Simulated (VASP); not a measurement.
# CaO (Fm-3m) in VASP: single point with LDA

Aim: the single point of CaO with LDA.

Everything below comes from runs of VASP 6.6.1. Logs are shortened: lines on timing, memory, paths and dates and some standing lists are left out, and cuts for length are marked.

## 1. The cell of the first run

Symmetry: Fm-3m, No. 225, cubic system. The conventional cell has a = 4.707 Å, b = 4.707 Å, c = 4.707 Å, α = 90.00°, β = 90.00°, γ = 90.00°. Within 3.1 Å of Ca (site symmetry m-3m) lie 6 O at 2.35 Å. Within 3.1 Å of O (site symmetry m-3m) lie 6 Ca at 2.35 Å.

## 2. Single point, LDA

Contents of INCAR:

```
SYSTEM = CaO
PREC = Accurate
ENCUT = 1340
EDIFF = 1E-6
ISMEAR = 0
SIGMA = 0.02
LREAL = .False.
LASPH = .True.
NELM = 120
ALGO = Normal
ISIF = 2
LWAVE = .False.
LCHARG = .False.
GGA = CA
NBANDS = 15
GGA_COMPAT = .False.
```

Contents of KPOINTS:

```
regular mesh
0
Gamma
  8 8 8
  0 0 0
```

Contents of POSCAR:

```
CaO
1.0
    0.0000000000      2.3537023226      2.3537023226
    2.3537023226      0.0000000000      2.3537023226
    2.3537023226      2.3537023226      0.0000000000
Ca O
1 1
Direct
    0.0000000000      0.0000000000      0.0000000000
    0.5000000000      0.5000000000      0.5000000000
```

Potentials or basis: VASP PAW LDA potentials, release 64 (Ca_sv, O_h).

Run with:

```sh
$ cat potpaw_LDA.64/Ca_sv/POTCAR potpaw_LDA.64/O_h/POTCAR > POTCAR
$ mpirun -np 1 vasp_std > vasp.out
```

OUTCAR:

```text
SYSTEM = CaO
   PREC = Accurate
   ENCUT = 1340
   EDIFF = 1E-6
   ISMEAR = 0
   LREAL = .False.
   LASPH = .True.
   NELM = 120
   ISIF = 2
   GGA = CA

 ion  position               nearest neighbor table
   1  0.000  0.000  0.000-
   2  0.500  0.500  0.500-

  LATTYP: Found a face centered cubic cell.
 ALAT       =     4.7074046452

  Lattice vectors:

 A1 = (   0.0000000000,   2.3537023226,   2.3537023226)
 A2 = (   2.3537023226,   0.0000000000,   2.3537023226)
 A3 = (   2.3537023226,   2.3537023226,   0.0000000000)

Analysis of symmetry for initial positions (statically):
=====================================================================
 Subroutine PRICEL returns:
 Original cell was already a primitive cell.

 Routine SETGRP: Setting up the symmetry group for a
 face centered cubic supercell.

 Subroutine GETGRP returns: Found 48 space group operations
 (whereof 48 operations were pure point group operations)
 out of a pool of 48 trial point group operations.

The static configuration has the point symmetry O_h .

Analysis of symmetry for dynamics (positions and initial velocities):
=====================================================================
 Subroutine PRICEL returns:
 Original cell was already a primitive cell.

 Routine SETGRP: Setting up the symmetry group for a
 face centered cubic supercell.

 Subroutine GETGRP returns: Found 48 space group operations
 (whereof 48 operations were pure point group operations)
 out of a pool of 48 trial point group operations.

The dynamic configuration has the point symmetry O_h .

 Subroutine INISYM returns: Found 48 space group operations
 (whereof 48 operations are pure point group operations),
 and found     1 'primitive' translations

----------------------------------------------------------------------------------------

                                     Primitive cell

  volume of cell :      26.0786

  direct lattice vectors                    reciprocal lattice vectors
     0.000000000  2.353702323  2.353702323    -0.212431281  0.212431281  0.212431281
     2.353702323  0.000000000  2.353702323     0.212431281 -0.212431281  0.212431281
     2.353702323  2.353702323  0.000000000     0.212431281  0.212431281 -0.212431281

  length of vectors
     3.328637746  3.328637746  3.328637746     0.367941772  0.367941772  0.367941772

  position of ions in fractional coordinates (direct lattice)
     0.000000000  0.000000000  0.000000000
     0.500000000  0.500000000  0.500000000

  ion indices of the primitive-cell ions
   primitive index   ion index
                 1           1
                 2           2

----------------------------------------------------------------------------------------

 KPOINTS: regular mesh

Automatic generation of k-mesh.
 Grid dimensions read from file:
 generate k-points for:    8    8    8

 Generating k-lattice:

  Cartesian coordinates                     Fractional coordinates (reciprocal lattice)
    -0.026553910  0.026553910  0.026553910     0.125000000  0.000000000  0.000000000
     0.026553910 -0.026553910  0.026553910     0.000000000  0.125000000  0.000000000
     0.026553910  0.026553910 -0.026553910     0.000000000  0.000000000  0.125000000

  Length of vectors
     0.045992722  0.045992722  0.045992722

  Shift w.r.t. Gamma in fractional coordinates (k-lattice)
     0.000000000  0.000000000  0.000000000

 Subroutine IBZKPT returns following result:
 ===========================================

 Found     29 irreducible k-points:

 Following reciprocal coordinates:
            Coordinates               Weight
  0.000000  0.000000  0.000000      1.000000
  0.125000  0.000000  0.000000      8.000000
  0.250000  0.000000  0.000000      8.000000
  0.375000  0.000000  0.000000      8.000000
  0.500000  0.000000  0.000000      4.000000
  0.125000  0.125000  0.000000      6.000000
[... 16 lines left out ...]
  0.500000  0.250000  0.125000     48.000000
 -0.375000  0.250000  0.125000     24.000000
 [... further k-points ...]
   k-points           NKPTS =     29   k-points in BZ     NKDIM =     29   number of bands    NBANDS=     15
   number of dos      NEDOS =    301   number of ions     NIONS =      2
   total plane-waves  NPLWV =  64000
   dimension x,y,z NGX =    40 NGY =   40 NGZ =   40
   dimension x,y,z NGXF=    80 NGYF=   80 NGZF=   80
   ions per type =               1   1
   NGX,Y,Z   is equivalent  to a cutoff of  19.98, 19.98, 19.98 a.u.
   NGXF,Y,Z  is equivalent  to a cutoff of  39.96, 39.96, 39.96 a.u.
 SYSTEM =  CaO
   PREC   = accura    normal or accurate (medium, high low for compatibility)
   ISTART =      0    job   : 0-new  1-cont  2-samecut
   ICHARG =      2    charge: 1-file 2-atom 10-const
   ISPIN  =      1    spin polarized calculation?
   LNONCOLLINEAR =      F non collinear calculations
   LSORBIT =      F    spin-orbit coupling
   LASPH  =      T    aspherical Exc in radial PAW
   ENCUT  = 1340.0 eV  98.49 Ry    9.92 a.u.   9.94  9.94  9.94*2*pi/ulx,y,z
   NELM   =    120;   NELMIN=  2; NELMDL= -5     # of ELM steps
   EDIFF  = 0.1E-05   stopping-criterion for ELM
   LREAL  =      F    real-space projection
   EDIFFG = 0.1E-04   stopping-criterion for IOM
   NSW    =      0    number of steps for IOM
   IBRION =     -1    ionic relax: 0-MD 1-quasi-New 2-CG
   NFREE  =      0    steps in history (QN), initial steepest desc. (CG)
   ISIF   =      2    stress and relaxation
   ISYM   =      2    0-nonsym 1-usesym 2-fastsym
   POTIM  = 0.5000    time-step for ionic-motion
   TEBEG  =    0.0;   TEEND  =   0.0 temperature during run
   PSTRESS=    0.0 pullay stress
   NELECT =      16.0000    total number of electrons
   NUPDOWN=      -1.0000    fix difference up-down
   EMIN   =  10.00;   EMAX   =-10.00  energy-range for DOS
   EFERMI =   0.00;   METHOD = LEGACY
   ISMEAR =     0;   SIGMA  =   0.02  broadening in eV -4-tet -1-fermi 0-gaus
   EFERMI_NEDOS =   21; number of points for ismear=-14 and -15
   IALGO  =     38    algorithm
   IMIX   =      4    mixing-type and parameters
     AMIX     =   0.40;   BMIX     =  1.00
     AMIX_MAG =   1.60;   BMIX_MAG =  1.00
  volume/ion in A,a.u.               =      13.04        87.99
  Fermi-wavevector in a.u.,A,eV,Ry     =   1.391084  2.628767 26.328826  1.935114
  Thomas-Fermi vector in A             =   2.514957
   LORBIT       =      0    0 simple, 1 ext, 2 COOP (PROOUT), +10 PAW based schemes
   GGA     = CA    functional components
   LHFCALC =     F    Hartree Fock is set to
   AEXX    =    0.0000 exact exchange contribution
   IVDW    =     0    specifies the selected vdW correction
   LEPSILON=     F    determine dielectric tensor
   LRPA    =     F    only Hartree local field effects (RPA)
 non-spin polarized calculation
 Gauss-broadening in eV      SIGMA  =   0.02
  energy-cutoff  :     1340.00
  volume of cell :       26.08
 maximum number of plane-waves:      2936
   NGX = 19   NGY = 19   NGZ = 19

 number of electron      16.0000000 magnetization

 Free energy of the ion-electron system (eV)
  ---------------------------------------------------
  ext. energy  EPLUGINS =         0.00000000
  ---------------------------------------------------
  free energy    TOTEN  =       -14.22841473 eV

  energy without entropy =      -14.22841473  energy(sigma->0) =      -14.22841473

 E-fermi :   2.9083     XC(G=0): -11.3433

 val. band max:        2.6841966330   @ k =   0.0000   0.0000   0.0000
 cond. band min:       6.1066658006   @ k =   0.5000   0.5000   0.0000
 fundamental gap:      3.4224691676
 Fermi energy:         2.9083087203

 k-point     1 :       0.0000    0.0000    0.0000
  band No.  band energies     occupation
      1     -34.1362      2.00000
      2     -15.1285      2.00000
      3     -15.1285      2.00000
      4     -15.1285      2.00000
      5     -12.6438      2.00000
      6       2.6842      2.00000
      7       2.6842      2.00000
      8       2.6842      2.00000
      9       7.7720      0.00000
     10       8.9362      0.00000
     11       8.9362      0.00000
     12       8.9362      0.00000
     13      10.6126      0.00000
     14      10.6126      0.00000
     15      17.8690      0.00000

 k-point     2 :       0.1250    0.0000    0.0000
  band No.  band energies     occupation
      1     -34.1149      2.00000
      2     -15.4332      2.00000
      3     -15.1384      2.00000
      4     -15.1384      2.00000
      5     -12.3319      2.00000
      6       2.1131      2.00000
      7       2.4417      2.00000
      8       2.4417      2.00000
      9       8.4646      0.00000
     10       8.9032      0.00000
     11       9.2291      0.00000
     12       9.2291      0.00000
     13      11.0292      0.00000
     14      11.0292      0.00000
     15      18.5613      0.00000

 k-point     3 :       0.2500    0.0000    0.0000
  band No.  band energies     occupation
      1     -34.0631      2.00000
      2     -15.9964      2.00000
      3     -15.1619      2.00000
      4     -15.1619      2.00000
      5     -11.7485      2.00000
      6       1.0311      2.00000
      7       1.9286      2.00000
      8       1.9286      2.00000
      9       8.9950      0.00000
     10       9.9519      0.00000
     11      10.0006      0.00000
     12      10.0006      0.00000
     13      12.0242      0.00000
     14      12.0242      0.00000
     15      19.1555      0.00000
[... 343 lines left out ...]
 k-point    23 :       0.5000    0.2500    0.1250
  band No.  band energies     occupation
      1     -33.9836      2.00000
      2     -16.2379      2.00000
      3     -15.4222      2.00000
      4     -15.2577      2.00000
      5     -11.5367      2.00000
      6       0.5371      2.00000
      7       1.4949      2.00000
      8       1.7848      2.00000
      9       8.5810      0.00000
     10      10.4411      0.00000
     11      11.4409      0.00000
     12      11.6366      0.00000
     13      13.0841      0.00000
     14      14.3040      0.00000
     15      18.0817      0.00000

 k-point    24 :      -0.3750    0.2500    0.1250
  band No.  band energies     occupation
      1     -33.9663      2.00000
      2     -16.3159      2.00000
      3     -15.4417      2.00000
      4     -15.2914      2.00000
      5     -11.4731      2.00000
      6       0.4824      2.00000
      7       1.4741      2.00000
      8       1.5149      2.00000
      9       9.5674      0.00000
     10       9.6382      0.00000
     11      11.7714      0.00000
     12      12.0792      0.00000
     13      13.4038      0.00000
     14      15.1212      0.00000
     15      17.1756      0.00000

 [... further k-points ...]
[... 5 lines left out ...]
  --------------------------------------------------------------------------------------
  -------------------------------------------------------------------------------------
  Total        0.1532356      0.1532356      0.1532356      0.0000000     -0.0000000      0.0000000
  in kB        9.4142484      9.4142484      9.4142484      0.0000000     -0.0000000      0.0000000
  external PRESSURE =       9.4142484 kB  Pullay stress =       0.0000000 kB

 VOLUME and BASIS-vectors are now :
 -----------------------------------------------------------------------------
  energy-cutoff  :     1340.00
  volume of cell :       26.08
      direct lattice vectors                 reciprocal lattice vectors
     0.000000000  2.353702323  2.353702323    -0.212431281  0.212431281  0.212431281
     2.353702323  0.000000000  2.353702323     0.212431281 -0.212431281  0.212431281
     2.353702323  2.353702323  0.000000000     0.212431281  0.212431281 -0.212431281

 POSITION                                       TOTAL-FORCE (eV/Angst)
 -----------------------------------------------------------------------------------
      0.00000      0.00000      0.00000         0.000000      0.000000      0.000000
      2.35370      2.35370      2.35370        -0.000000     -0.000000     -0.000000
 -----------------------------------------------------------------------------------
    total drift:                                0.000000     -0.000000      0.000000

  FREE ENERGIE OF THE ION-ELECTRON SYSTEM (eV)
  ---------------------------------------------------
  free  energy   TOTEN  =       -14.2284147342 eV

  energy  without entropy=      -14.2284147342  energy(sigma->0) =      -14.22841473
```

Wall time 22 s (1 thread of AMD EPYC 9R45 (Zen 5), shared host); peak memory 0.2 GiB.

What came out:

| Item | Value |
| --- | --- |
| Free energy | -14.2284 eV |
| Pressure | 0.9 GPa |
| Band gap on the k mesh | 3.42 eV (least direct gap 3.78 eV) |

A k mesh can miss the band edges. A hybrid or GW would open this gap; LDA tends to underestimate it.
